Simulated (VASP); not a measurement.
Set up this calculation in VASP 6.6.1, as the native input.

- Task: single point
- Functional: PBE
- Potentials or basis: VASP PAW PBE potentials, release 64 (Rb_sv, As)
- Cutoff: 520 eV
- k mesh: 4 × 4 × 4
- Occupations: gaussian, width 0.1 eV
- Spin: no spin polarisation
- Dipole correction: no
- Further INCAR settings: ALGO = Normal; EDIFF = 1e-07; NBANDS = 18

The structure of Rb2As lies in POSCAR:

```
Rb2As
1.0
    5.1208673100      0.0000000000      0.0000000000
    0.0000000000      5.1208673100      0.0000000000
    0.0000000000      0.0000000000      7.2420000000
Rb As
2 1
Direct
    0.0000000000      0.0000000000      0.0000000000
    0.5000000000      0.5000000000      0.5000000000
    0.0000000000      0.0000000000      0.5000000000
```

These files were run (other wordings do the same):

INCAR

```
ALGO = Normal ; EDIFF = 1E-7
ENCUT = 520 ; GGA = PE
ISIF = 2 ; ISMEAR = 0
LASPH = T ; LCHARG = F
LREAL = F ; LWAVE = F
NBANDS = 18 ; NELM = 80
PREC = Accurate ; SIGMA = 0.1
```

KPOINTS

```
k-points
0
Gamma
  4 4 4
```

Potentials or basis: VASP PAW PBE potentials, release 64 (Rb_sv, As).

The run is started by

```console
$ cat potpaw_PBE.64/Rb_sv/POTCAR potpaw_PBE.64/As/POTCAR > POTCAR
$ mpirun -np 1 vasp_std > vasp.out
```

It gave:

```
Pressure : -0.8 GPa
```

Run time: 59 s on 1 thread of Intel(R) Xeon(R) Platinum 8488C (Sapphire Rapids), on a shared host, peak memory 0.3 GiB.
